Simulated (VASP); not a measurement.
# BaTiO3 (Amm2) in VASP: settings compared, part 2 of 2

VASP 6.6.1. Earlier steps stand in the parts before.

### 3 Relaxation of cell and atoms, PBE

This run uses another cell than the first one, of 13.11 Å³/atom.

INCAR reads:

```
SYSTEM = BaTiO3
  ALGO = Normal
  EDIFF = 1E-7
  EDIFFG = -0.005
  ENCUT = 600
  GGA = PE
  IBRION = 2
  ISIF = 3
  ISMEAR = -1
  LASPH = .TRUE.
  LCHARG = .FALSE.
  LREAL = .FALSE.
  LWAVE = .FALSE.
  NELM = 100
  NSW = 80
  PREC = Accurate
  SIGMA = 0.02
```

KPOINTS reads:

```
k-points
0
G
  6 6 6
  0 0 0
```

POSCAR reads:

```
BaTiO3
1.0
    3.9833338700      0.0000000000      0.0000000000
    0.0000000000      2.8625951084      2.8753395310
    0.0000000000     -2.8625951084      2.8753395310
Ba Ti O
1 1 3
Direct
    0.0000000000      0.0034138500      0.0034138500
    0.5000000000      0.5185038200      0.5185038200
    0.5000000000      0.9784256700      0.4913519000
    0.5000000000      0.4913519000      0.9784256700
    0.0000000000      0.4882047600      0.4882047600
```

Potentials or basis: VASP PAW PBE potentials, release 64 (Ba_sv, Ti_sv, O).

Started as:

```
> cat potpaw_PBE.64/Ba_sv/POTCAR potpaw_PBE.64/Ti_sv/POTCAR potpaw_PBE.64/O/POTCAR > POTCAR
> mpirun -np 1 vasp_std > vasp.out
```

OUTCAR:

```text
SYSTEM = BaTiO3
   EDIFF = 1E-7
   EDIFFG = -0.005
   ENCUT = 600
   GGA = PE
   IBRION = 2
   ISIF = 3
   ISMEAR = -1
   LASPH = .TRUE.
   LREAL = .FALSE.
   NELM = 100
   NSW = 80
   PREC = Accurate

 ion  position               nearest neighbor table
   1  0.000  0.003  0.003-   5 2.79   4 2.81   3 2.81   3 2.81   4 2.81   5 2.86   5 2.86   4 2.88
                             3 2.88   3 2.88   4 2.88   5 2.96   2 3.43   2 3.43   2 3.49   2 3.49
   2  0.500  0.519  0.519-   3 1.87   4 1.87   5 2.00   5 2.00   3 2.19   4 2.19   1 3.43   1 3.43
                             1 3.49   1 3.49   1 3.49   1 3.49   1 3.57   1 3.57
   3  0.500  0.978  0.491-   2 1.87   2 2.19   1 2.81   1 2.81   1 2.88   1 2.88
   4  0.500  0.491  0.978-   2 1.87   2 2.19   1 2.81   1 2.81   1 2.88   1 2.88
   5  0.000  0.488  0.488-   2 2.00   2 2.00   1 2.79   1 2.86   1 2.86   1 2.96

  LATTYP: Found a base centered orthorhombic cell.
 ALAT       =     5.7251902168
 B/A-ratio  =     1.0044520521
 C/A-ratio  =     0.6957557250

  Lattice vectors:

 A1 = (   0.0000000000,   2.8625951084,  -2.8753395310)
 A2 = (   0.0000000000,   2.8625951084,   2.8753395310)
 A3 = (   3.9833338700,   0.0000000000,   0.0000000000)

Analysis of symmetry for initial positions (statically):
=====================================================================
 Subroutine PRICEL returns:
 Original cell was already a primitive cell.

 Routine SETGRP: Setting up the symmetry group for a
 base centered orthorhombic supercell.

 Subroutine GETGRP returns: Found  4 space group operations
 (whereof  4 operations were pure point group operations)
 out of a pool of  8 trial point group operations.

The static configuration has the point symmetry C_2v.

Analysis of symmetry for dynamics (positions and initial velocities):
=====================================================================
 Subroutine PRICEL returns:
 Original cell was already a primitive cell.

 Routine SETGRP: Setting up the symmetry group for a
 base centered orthorhombic supercell.

 Subroutine GETGRP returns: Found  4 space group operations
 (whereof  4 operations were pure point group operations)
 out of a pool of  8 trial point group operations.

The dynamic configuration has the point symmetry C_2v.

 Subroutine INISYM returns: Found  4 space group operations
 (whereof  4 operations are pure point group operations),
 and found     1 'primitive' translations

----------------------------------------------------------------------------------------

                                     Primitive cell

  volume of cell :      65.5731

  direct lattice vectors                    reciprocal lattice vectors
     3.983333870  0.000000000  0.000000000     0.251045991  0.000000000  0.000000000
     0.000000000  2.862595108  2.875339531     0.000000000  0.174666686  0.173892507
     0.000000000 -2.862595108  2.875339531     0.000000000 -0.174666686  0.173892507

  length of vectors
     3.983333870  4.057342501  4.057342501     0.251045991  0.246469177  0.246469177

  position of ions in fractional coordinates (direct lattice)
     0.000000000  0.003413850  0.003413850
     0.500000000  0.518503820  0.518503820
[... 75 lines left out ...]
   ISTART =      0    job   : 0-new  1-cont  2-samecut
   ICHARG =      2    charge: 1-file 2-atom 10-const
   ISPIN  =      1    spin polarized calculation?
   LNONCOLLINEAR =      F non collinear calculations
   LSORBIT =      F    spin-orbit coupling
   LASPH  =      T    aspherical Exc in radial PAW
   ENCUT  =  600.0 eV  44.10 Ry    6.64 a.u.   7.96  8.10  8.10*2*pi/ulx,y,z
   NELM   =    100;   NELMIN=  2; NELMDL= -5     # of ELM steps
   EDIFF  = 0.1E-06   stopping-criterion for ELM
   LREAL  =      F    real-space projection
   EDIFFG = -.5E-02   stopping-criterion for IOM
   NSW    =     80    number of steps for IOM
   IBRION =      2    ionic relax: 0-MD 1-quasi-New 2-CG
   NFREE  =      1    steps in history (QN), initial steepest desc. (CG)
   ISIF   =      3    stress and relaxation
   ISYM   =      2    0-nonsym 1-usesym 2-fastsym
   POTIM  = 0.5000    time-step for ionic-motion
   TEBEG  =    0.0;   TEEND  =   0.0 temperature during run
   PSTRESS=    0.0 pullay stress
   NELECT =      40.0000    total number of electrons
   NUPDOWN=      -1.0000    fix difference up-down
   EMIN   =  10.00;   EMAX   =-10.00  energy-range for DOS
   EFERMI =   0.00;   METHOD = LEGACY
   ISMEAR =    -1;   SIGMA  =   0.02  broadening in eV -4-tet -1-fermi 0-gaus
   EFERMI_NEDOS =   21; number of points for ismear=-14 and -15
   IALGO  =     38    algorithm
   IMIX   =      4    mixing-type and parameters
     AMIX     =   0.40;   BMIX     =  1.00
     AMIX_MAG =   1.60;   BMIX_MAG =  1.00
  volume/ion in A,a.u.               =      13.11        88.50
  Fermi-wavevector in a.u.,A,eV,Ry     =   1.388416  2.623726 26.227933  1.927699
  Thomas-Fermi vector in A             =   2.512544
   LORBIT       =      0    0 simple, 1 ext, 2 COOP (PROOUT), +10 PAW based schemes
   GGA     = PE    functional components
   LHFCALC =     F    Hartree Fock is set to
   AEXX    =    0.0000 exact exchange contribution
   IVDW    =     0    specifies the selected vdW correction
   LEPSILON=     F    determine dielectric tensor
   LRPA    =     F    only Hartree local field effects (RPA)
 conjugate gradient relaxation of ions
 non-spin polarized calculation
  energy-cutoff  :      600.00
  volume of cell :       65.57
 maximum number of plane-waves:      2240
 NGX is ok and might be reduce to    32
   NGX = 15   NGY = 17   NGZ = 17

--------------------------------------- Ionic step        1  -------------------------------------------

 number of electron      39.9999988 magnetization

 Free energy of the ion-electron system (eV)
  ---------------------------------------------------
  ext. energy  EPLUGINS =         0.00000000
  ---------------------------------------------------
  free energy    TOTEN  =       -40.04028159 eV

  energy without entropy =      -40.04028159  energy(sigma->0) =      -40.04028159

------------------------ aborting loop because EDIFF is reached ----------------------------------------

  FORCE on cell =-STRESS in cart. coord.  units (eV):
  Direction    XX          YY          ZZ          XY          YZ          ZX
  --------------------------------------------------------------------------------------
  -------------------------------------------------------------------------------------
  Total        1.1507947      1.1976788      1.1909139      0.0000000      0.0000000      0.0000000
  in kB       28.1178867     29.2634261     29.0981356      0.0000000      0.0000000      0.0000000
  external PRESSURE =      28.8264828 kB  Pullay stress =       0.0000000 kB
[... 98 lines left out ...]
  FREE ENERGIE OF THE ION-ELECTRON SYSTEM (eV)
  ---------------------------------------------------
  free  energy   TOTEN  =       -40.0510896671 eV

  energy  without entropy=      -40.0510896671  energy(sigma->0) =      -40.05108967

[... ionic steps 4 to 11 ...]

--------------------------------------- Ionic step       12  -------------------------------------------

 number of electron      39.9999990 magnetization

------------------------ aborting loop because EDIFF is reached ----------------------------------------
[... 73 lines left out ...]
--------------------------------------- Ionic step       14  -------------------------------------------

 number of electron      39.9999990 magnetization

 Free energy of the ion-electron system (eV)
  ---------------------------------------------------
  ext. energy  EPLUGINS =         0.00000000
  ---------------------------------------------------
  free energy    TOTEN  =       -40.06002405 eV

  energy without entropy =      -40.06002405  energy(sigma->0) =      -40.06002405

 E-fermi :   3.9055     XC(G=0): -10.9499

 val. band max:        3.4291527292   @ k =   0.5000   0.5000   0.5000
 cond. band min:       5.7640662217   @ k =   0.0000   0.0000   0.0000
 fundamental gap:      2.3349134924
 Fermi energy:         3.9055224274

 k-point     1 :       0.0000    0.0000    0.0000
  band No.  band energies     occupation
      1     -52.9782      2.00000
      2     -29.2578      2.00000
      3     -29.2535      2.00000
      4     -29.1706      2.00000
      5     -21.5855      2.00000
      6     -13.3336      2.00000
[... 637 lines left out ...]
     23       7.4251      0.00000
     24       8.7171      0.00000

 [... further k-points ...]

------------------------ aborting loop because EDIFF is reached ----------------------------------------

  FORCE on cell =-STRESS in cart. coord.  units (eV):
  Direction    XX          YY          ZZ          XY          YZ          ZX
  --------------------------------------------------------------------------------------
  -------------------------------------------------------------------------------------
  Total       -0.0124687      0.0080360      0.0093705      0.0000000      0.0000000      0.0000000
  in kB       -0.2953628      0.1903594      0.2219732      0.0000000      0.0000000      0.0000000
  external PRESSURE =       0.0389900 kB  Pullay stress =       0.0000000 kB
[... 20 lines left out ...]
  FREE ENERGIE OF THE ION-ELECTRON SYSTEM (eV)
  ---------------------------------------------------
  free  energy   TOTEN  =       -40.0600240458 eV

  energy  without entropy=      -40.0600240458  energy(sigma->0) =      -40.06002405

 reached required accuracy - stopping structural energy minimisation
```

OSZICAR:

```text
N       E                     dE             d eps       ncg     rms          rms(c)
DAV:   1     0.490480559334E+03    0.49048E+03   -0.23062E+04  2496   0.200E+03
DAV:   2     0.747143758542E+01   -0.48301E+03   -0.47354E+03  3000   0.518E+02
DAV:   3    -0.483135411571E+02   -0.55785E+02   -0.54402E+02  3664   0.158E+02
[... 150 lines left out ...]
DAV:   2    -0.400600290236E+02   -0.51175E-05   -0.19686E-04  2608   0.115E-01    0.164E-02
DAV:   3    -0.400600255851E+02    0.34385E-05   -0.19935E-05  3576   0.321E-02    0.803E-03
DAV:   4    -0.400600243646E+02    0.12205E-05   -0.48504E-06  3992   0.202E-02    0.416E-03
DAV:   5    -0.400600241390E+02    0.22562E-06   -0.78912E-07  3424   0.793E-03    0.164E-03
DAV:   6    -0.400600240458E+02    0.93258E-07   -0.11983E-07  1792   0.305E-03
  14 F= -.40060024E+02 E0= -.40060024E+02  d E =-.101197E-04
```

Wall time 5 min (1 thread of Intel Xeon 6975P-C (Granite Rapids), shared host); peak memory 0.27 GiB.

Results:

| Quantity | Value |
| --- | --- |
| Free energy | -40.0600 eV |
| Relaxed volume | 13.53 Å³/atom |
| Relaxed cell | a = 3.983 Å, b = 4.121 Å, c = 4.121 Å, α = 89.50°, β = 90.00°, γ = 90.00° |
| Space group after relaxing (to 0.1 Å) | Amm2 (No. 38) |
| Energy gained by relaxing | 3.9 meV/atom |
| Ionic steps | 14 |
| Pressure after relaxing | 0.0 GPa |
| Largest force after relaxing | 0.003 eV/Å |
| Band gap on the k mesh | 2.33 eV (least direct gap 2.89 eV) |

Forces in eV/Å, atoms in the order of the input:
```
Ba   0.000  0.000 -0.003
Ti   0.000  0.000  0.002
O    0.000 -0.003  0.001
O    0.000  0.003  0.001
O    0.000  0.000 -0.002
```

Step by step:
| step | energy change (eV) | largest force (eV/Å) | pressure (GPa) | volume (Å³) |
| --- | --- | --- | --- | --- |
| 1 | 0.0000 | 0.0643 | 2.88 | 65.57 |
| 2 | -0.0031 | 0.3525 | -2.37 | 67.84 |
| 3 | -0.0108 | 0.2218 | -0.05 | 66.79 |
| 4 | -0.0143 | 0.1294 | -0.01 | 66.99 |
| 5 | -0.0161 | 0.0741 | 0.10 | 67.27 |
| 6 | -0.0183 | 0.0657 | -0.13 | 67.53 |
| 7 | -0.0189 | 0.0597 | -0.30 | 67.74 |
| 8 | -0.0192 | 0.0477 | 0.40 | 67.47 |
| 9 | -0.0193 | 0.0492 | 0.19 | 67.55 |
| 10 | -0.0196 | 0.0238 | 0.04 | 67.58 |
| 11 | -0.0196 | 0.0265 | 0.03 | 67.58 |
| 12 | -0.0197 | 0.0062 | 0.01 | 67.62 |
| 13 | -0.0197 | 0.0052 | 0.01 | 67.63 |
| 14 | -0.0197 | 0.0033 | 0.00 | 67.64 |

Final structure:
```cif
data_structure
_symmetry_space_group_name_H-M 'P 1'
_symmetry_Int_Tables_number 1
_cell_length_a 3.9833
_cell_length_b 4.1208
_cell_length_c 4.1208
_cell_angle_alpha 89.501
_cell_angle_beta 90.000
_cell_angle_gamma 90.000
_cell_volume 67.64
loop_
_atom_site_label
_atom_site_type_symbol
_atom_site_fract_x
_atom_site_fract_y
_atom_site_fract_z
_atom_site_occupancy
Ba1 Ba 0.00000 0.00754 0.00754 1
Ti1 Ti 0.50000 0.52475 0.52475 1
O1 O 0.50000 0.97266 0.49036 1
O2 O 0.50000 0.49036 0.97266 1
O3 O 0.00000 0.48459 0.48459 1
```

Caveat: spin-orbit coupling is left out, which moves the levels of the heavy elements. A k mesh can miss the band edges.
